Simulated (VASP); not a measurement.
# Hf2S (P6_3/mmc) in VASP: single point with r2SCAN

Aim: the single point of Hf2S with r2SCAN.

Program: VASP 6.6.1. These are calculated values, not measurements. Logs are shortened: lines on timing, memory, paths and dates and some standing lists are left out, and cuts for length are marked.

## 1. The cell of the first run

It takes space group P6_3/mmc (No. 194, hexagonal). The conventional cell has a = 3.381 Å, b = 3.381 Å, c = 11.741 Å, α = 90.00°, β = 90.00°, γ = 120.00°. Hf (site symmetry 3m) has 3 S at 2.63 Å and 10 Hf at 3.06 to 3.52 Å within 3.6 Å. S (site symmetry -6m2) has 6 Hf at 2.63 Å and 6 S at 3.38 Å within 3.5 Å.

## 2. Single point, r2SCAN

The input, POSCAR:

```
Hf2S
1.0
    3.3814293601      0.0000000000      0.0000000000
   -1.6907146800      2.9284037269      0.0000000000
    0.0000000000      0.0000000000     11.7409508456
Hf S
4 2
Direct
    0.6666666667      0.3333333333      0.8997311460
    0.3333333333      0.6666666667      0.3997311460
    0.6666666667      0.3333333333      0.6002688540
    0.3333333333      0.6666666667      0.1002688540
    0.0000000000      0.0000000000      0.7500000000
    0.0000000000      0.0000000000      0.2500000000
```

The input, INCAR.step1:

```
PREC     = Accurate       # precision mode
ENCUT    = 520            # plane-wave cutoff, eV
ISMEAR   = 0              # smearing method
SIGMA    = 0.1            # smearing width, eV
LREAL    = False          # projectors in reciprocal space
LASPH    = True           # aspherical terms in the spheres
NELM     = 60             # most SCF steps
NBANDS   = 35             # bands
GGA      = PE             # functional
ALGO     = Normal         # electronic algorithm
EDIFF    = 1E-4           # SCF threshold, eV
LWAVE    = True           # write WAVECAR
LCHARG   = False          # write CHGCAR
```

The input, INCAR.step2:

```
PREC     = Accurate       # precision mode
ENCUT    = 520            # plane-wave cutoff, eV
EDIFF    = 1E-6           # SCF threshold, eV
ISMEAR   = 0              # smearing method
SIGMA    = 0.1            # smearing width, eV
LREAL    = False          # projectors in reciprocal space
LASPH    = True           # aspherical terms in the spheres
NELM     = 60             # most SCF steps
ALGO     = Normal         # electronic algorithm
ISIF     = 2              # what is computed and relaxed
LWAVE    = False          # write WAVECAR
LCHARG   = False          # write CHGCAR
METAGGA  = R2SCAN         # meta-GGA
LMIXTAU  = True         
NBANDS   = 35             # bands
ISTART   = 1
```

The input, KPOINTS:

```
regular mesh
0
Gamma
  12 12 4
```

Potentials or basis: VASP PAW PBE potentials, release 64 (Hf_pv, S).

The run is started by

```console
> cat potpaw_PBE.64/Hf_pv/POTCAR potpaw_PBE.64/S/POTCAR > POTCAR
> cp INCAR.step1 INCAR
> mpirun -np 1 vasp_std > vasp.out
> cp INCAR.step2 INCAR
> mpirun -np 1 vasp_std > vasp.out
```

OUTCAR:

```text
PREC = Accurate
   ENCUT = 520
   EDIFF = 1E-6
   ISMEAR = 0
   LREAL = False
   LASPH = True
   NELM = 60
   ISIF = 2
   METAGGA = R2SCAN
   ISTART = 1

 ion  position               nearest neighbor table
   1  0.667  0.333  0.900-   5 2.63   5 2.63   5 2.63   4 3.06   4 3.06   4 3.06   3 3.52
   2  0.333  0.667  0.400-   6 2.63   6 2.63   6 2.63   3 3.06   3 3.06   3 3.06   4 3.52
   3  0.667  0.333  0.600-   5 2.63   5 2.63   5 2.63   2 3.06   2 3.06   2 3.06   1 3.52
   4  0.333  0.667  0.100-   6 2.63   6 2.63   6 2.63   1 3.06   1 3.06   1 3.06   2 3.52
   5  0.000  0.000  0.750-   1 2.63   3 2.63   1 2.63   3 2.63   1 2.63   3 2.63
   6  0.000  0.000  0.250-   2 2.63   4 2.63   2 2.63   4 2.63   2 2.63   4 2.63

  LATTYP: Found a hexagonal cell.
 ALAT       =     3.3814293601
 C/A-ratio  =     3.4721857520

  Lattice vectors:

 A1 = (   3.3814293601,   0.0000000000,   0.0000000000)
 A2 = (  -1.6907146800,   2.9284037269,   0.0000000000)
 A3 = (   0.0000000000,   0.0000000000,  11.7409508456)

Analysis of symmetry for initial positions (statically):
=====================================================================
 Subroutine PRICEL returns:
 Original cell was already a primitive cell.

 Routine SETGRP: Setting up the symmetry group for a
 hexagonal supercell.

 Subroutine GETGRP returns: Found 24 space group operations
 (whereof 12 operations were pure point group operations)
 out of a pool of 24 trial point group operations.

The static configuration has the point symmetry D_3d.
 The point group associated with its full space group is D_6h.

Analysis of symmetry for dynamics (positions and initial velocities):
=====================================================================
 Subroutine PRICEL returns:
 Original cell was already a primitive cell.

 Routine SETGRP: Setting up the symmetry group for a
 hexagonal supercell.

 Subroutine GETGRP returns: Found 24 space group operations
 (whereof 12 operations were pure point group operations)
 out of a pool of 24 trial point group operations.

The dynamic configuration has the point symmetry D_3d.
 The point group associated with its full space group is D_6h.

 Subroutine INISYM returns: Found 24 space group operations
 (whereof 12 operations are pure point group operations),
 and found     1 'primitive' translations

----------------------------------------------------------------------------------------

                                     Primitive cell

  volume of cell :     116.2611

  direct lattice vectors                    reciprocal lattice vectors
     3.381429360  0.000000000  0.000000000     0.295732926  0.170741485  0.000000000
    -1.690714680  2.928403727  0.000000000     0.000000000  0.341482969  0.000000000
     0.000000000  0.000000000 11.740950846     0.000000000  0.000000000  0.085171977

  length of vectors
     3.381429360  3.381429360 11.740950846     0.341482969  0.341482969  0.085171977

  position of ions in fractional coordinates (direct lattice)
     0.666666667  0.333333333  0.899731146
     0.333333333  0.666666667  0.399731146
     0.666666667  0.333333333  0.600268854
     0.333333333  0.666666667  0.100268854
     0.000000000  0.000000000  0.750000000
     0.000000000  0.000000000  0.250000000

  ion indices of the primitive-cell ions
   primitive index   ion index
                 1           1
                 2           2
                 3           3
                 4           4
                 5           5
                 6           6

----------------------------------------------------------------------------------------

 KPOINTS: regular mesh

Automatic generation of k-mesh.
 Grid dimensions read from file:
 generate k-points for:   12   12    4

 Generating k-lattice:

  Cartesian coordinates                     Fractional coordinates (reciprocal lattice)
     0.024644411  0.014228457  0.000000000     0.083333333  0.000000000  0.000000000
     0.000000000  0.028456914  0.000000000     0.000000000  0.083333333  0.000000000
     0.000000000  0.000000000  0.021292994     0.000000000  0.000000000  0.250000000

  Length of vectors
     0.028456914  0.028456914  0.021292994

  Shift w.r.t. Gamma in fractional coordinates (k-lattice)
     0.000000000  0.000000000  0.000000000

 Subroutine IBZKPT returns following result:
 ===========================================

 Found     57 irreducible k-points:

 Following reciprocal coordinates:
            Coordinates               Weight
  0.000000  0.000000  0.000000      1.000000
  0.083333  0.000000  0.000000      6.000000
  0.166667  0.000000  0.000000      6.000000
  0.250000  0.000000  0.000000      6.000000
  0.333333  0.000000  0.000000      6.000000
  0.416667  0.000000  0.000000      6.000000
[... 16 lines left out ...]
  0.250000  0.000000  0.250000     12.000000
  0.333333  0.000000  0.250000     12.000000
 [... further k-points ...]
   k-points           NKPTS =     57   k-points in BZ     NKDIM =     57   number of bands    NBANDS=     35
   number of dos      NEDOS =    301   number of ions     NIONS =      6
   total plane-waves  NPLWV =  70560
   dimension x,y,z NGX =    28 NGY =   28 NGZ =   90
   dimension x,y,z NGXF=    56 NGYF=   56 NGZF=  180
   ions per type =               4   2
   NGX,Y,Z   is equivalent  to a cutoff of  13.77, 13.77, 12.74 a.u.
   NGXF,Y,Z  is equivalent  to a cutoff of  27.53, 27.53, 25.49 a.u.
 SYSTEM =  unknown system
   PREC   = accura    normal or accurate (medium, high low for compatibility)
   ISTART =      1    job   : 0-new  1-cont  2-samecut
   ICHARG =      0    charge: 1-file 2-atom 10-const
   ISPIN  =      1    spin polarized calculation?
   LNONCOLLINEAR =      F non collinear calculations
   LSORBIT =      F    spin-orbit coupling
   LASPH  =      T    aspherical Exc in radial PAW
   ENCUT  =  520.0 eV  38.22 Ry    6.18 a.u.   6.29  6.29 21.83*2*pi/ulx,y,z
   NELM   =     60;   NELMIN=  2; NELMDL=  0     # of ELM steps
   EDIFF  = 0.1E-05   stopping-criterion for ELM
   LREAL  =      F    real-space projection
   EDIFFG = 0.1E-04   stopping-criterion for IOM
   NSW    =      0    number of steps for IOM
   IBRION =     -1    ionic relax: 0-MD 1-quasi-New 2-CG
   NFREE  =      0    steps in history (QN), initial steepest desc. (CG)
   ISIF   =      2    stress and relaxation
   ISYM   =      2    0-nonsym 1-usesym 2-fastsym
   POTIM  = 0.5000    time-step for ionic-motion
   TEBEG  =    0.0;   TEEND  =   0.0 temperature during run
   PSTRESS=    0.0 pullay stress
   NELECT =      52.0000    total number of electrons
   NUPDOWN=      -1.0000    fix difference up-down
   EMIN   =  10.00;   EMAX   =-10.00  energy-range for DOS
   EFERMI =   0.00;   METHOD = LEGACY
   ISMEAR =     0;   SIGMA  =   0.10  broadening in eV -4-tet -1-fermi 0-gaus
   EFERMI_NEDOS =   21; number of points for ismear=-14 and -15
   IALGO  =     38    algorithm
   IMIX   =      4    mixing-type and parameters
     AMIX     =   0.40;   BMIX     =  1.00
     AMIX_MAG =   1.60;   BMIX_MAG =  1.00
  volume/ion in A,a.u.               =      19.38       130.76
  Fermi-wavevector in a.u.,A,eV,Ry     =   1.251981  2.365901 21.326542  1.567457
  Thomas-Fermi vector in A             =   2.385903
   LORBIT       =      0    0 simple, 1 ext, 2 COOP (PROOUT), +10 PAW based schemes
   METAGGA = R2SCAN    functional components
   LHFCALC =     F    Hartree Fock is set to
   AEXX    =    0.0000 exact exchange contribution
   IVDW    =     0    specifies the selected vdW correction
   LEPSILON=     F    determine dielectric tensor
   LRPA    =     F    only Hartree local field effects (RPA)
 non-spin polarized calculation
 Gauss-broadening in eV      SIGMA  =   0.10
  energy-cutoff  :      520.00
  volume of cell :      116.26
 maximum number of plane-waves:      3163
 NGX is ok and might be reduce to    28
   NGX = 13   NGY = 13   NGZ = 43

 number of electron      52.0000000 magnetization

 Free energy of the ion-electron system (eV)
  ---------------------------------------------------
  ext. energy  EPLUGINS =         0.00000000
  ---------------------------------------------------
  free energy    TOTEN  =      -203.69698626 eV

  energy without entropy =     -203.68341830  energy(sigma->0) =     -203.69020228

 E-fermi :   6.4962     XC(G=0): -12.1094

 val. band max:        6.4899596269   @ k =   0.0833   0.0833   0.2500
 cond. band min:       6.4966150277   @ k =   0.0833   0.0833   0.2500
 fundamental gap:      0.0066554008
 Fermi energy:         6.4961840584

 k-point     1 :       0.0000    0.0000    0.0000
  band No.  band energies     occupation
      1     -26.1659      2.00000
      2     -26.0505      2.00000
      3     -25.7105      2.00000
      4     -25.6327      2.00000
      5     -25.6327      2.00000
      6     -25.6235      2.00000
[... 27 lines left out ...]
     34       9.1097      0.00000
     35       9.2751      0.00000

 k-point     2 :       0.0833    0.0000    0.0000
  band No.  band energies     occupation
      1     -26.1560      2.00000
      2     -26.0431      2.00000
      3     -25.7412      2.00000
      4     -25.6703      2.00000
      5     -25.6407      2.00000
      6     -25.6314      2.00000
[... 27 lines left out ...]
     34       9.0235      0.00000
     35       9.1634      0.00000

 k-point     3 :       0.1667    0.0000    0.0000
  band No.  band energies     occupation
      1     -26.1294      2.00000
      2     -26.0241      2.00000
      3     -25.8120      2.00000
      4     -25.7539      2.00000
      5     -25.6621      2.00000
      6     -25.6525      2.00000
[... 27 lines left out ...]
     34       9.0822      0.00000
     35       9.1501      0.00000
[... 723 lines left out ...]
 k-point    23 :       0.2500    0.0000    0.2500
  band No.  band energies     occupation
      1     -26.0855      2.00000
      2     -26.0224      2.00000
      3     -25.8889      2.00000
      4     -25.8556      2.00000
      5     -25.6989      2.00000
      6     -25.6889      2.00000
[... 27 lines left out ...]
     34       9.2796      0.00000
     35       9.4053      0.00000

 k-point    24 :       0.3333    0.0000    0.2500
  band No.  band energies     occupation
      1     -26.0648      2.00000
      2     -26.0158      2.00000
      3     -25.9731      2.00000
      4     -25.9445      2.00000
      5     -25.7518      2.00000
      6     -25.7173      2.00000
[... 27 lines left out ...]
     34       9.5761      0.00000
     35      10.0043      0.00000

 [... further k-points ...]
[... 5 lines left out ...]
  --------------------------------------------------------------------------------------
  -------------------------------------------------------------------------------------
  Total       -0.6013553     -0.6013553     -0.7096687     -0.0000000     -0.0000000     -0.0000000
  in kB       -8.2871880     -8.2871880     -9.7798389     -0.0000000     -0.0000000     -0.0000000
  external PRESSURE =      -8.7847383 kB  Pullay stress =       0.0000000 kB

 VOLUME and BASIS-vectors are now :
 -----------------------------------------------------------------------------
  energy-cutoff  :      520.00
  volume of cell :      116.26
      direct lattice vectors                 reciprocal lattice vectors
     3.381429360  0.000000000  0.000000000     0.295732926  0.170741485  0.000000000
    -1.690714680  2.928403727  0.000000000     0.000000000  0.341482969  0.000000000
     0.000000000  0.000000000 11.740950846     0.000000000  0.000000000  0.085171977

 POSITION                                       TOTAL-FORCE (eV/Angst)
 -----------------------------------------------------------------------------------
      1.69071      0.97613     10.56370        -0.000000      0.000000     -0.009748
     -0.00000      1.95227      4.69322        -0.000000      0.000000     -0.009748
      1.69071      0.97613      7.04773        -0.000000     -0.000000      0.009748
     -0.00000      1.95227      1.17725         0.000000      0.000000      0.009748
      0.00000      0.00000      8.80571         0.000000      0.000000      0.000000
      0.00000      0.00000      2.93524        -0.000000     -0.000000     -0.000000
 -----------------------------------------------------------------------------------
    total drift:                                0.000000     -0.000000      0.000000

  FREE ENERGIE OF THE ION-ELECTRON SYSTEM (eV)
  ---------------------------------------------------
  free  energy   TOTEN  =      -203.6969862644 eV

  energy  without entropy=     -203.6834183044  energy(sigma->0) =     -203.69020228
```

Wall time 14 min (1 thread of Intel Xeon Platinum 8259CL at 2.50GHz (Skylake/Cascade Lake), shared host); peak memory 0.38 GiB.

What came out:

| Item | Value |
| --- | --- |
| Free energy | -203.6970 eV |
| Pressure | -0.9 GPa |
| Largest force | 0.010 eV/Å |
| Band gap on the k mesh | zero (bands 26 and 27 overlap by 0.89 eV) |

Forces on the atoms (eV/Å):
```
Hf   0.000  0.000 -0.010
Hf   0.000  0.000 -0.010
Hf   0.000  0.000  0.010
Hf   0.000  0.000  0.010
S    0.000  0.000  0.000
S    0.000  0.000  0.000
```

Stress tensor (GPa, compression positive):
```
-0.83  0.00  0.00
 0.00 -0.83  0.00
 0.00  0.00 -0.98
```

Caveat: the PAW data sets were made with another functional, which shifts forces and pressure a little; spin-orbit coupling is left out, which moves the levels of the heavy elements.
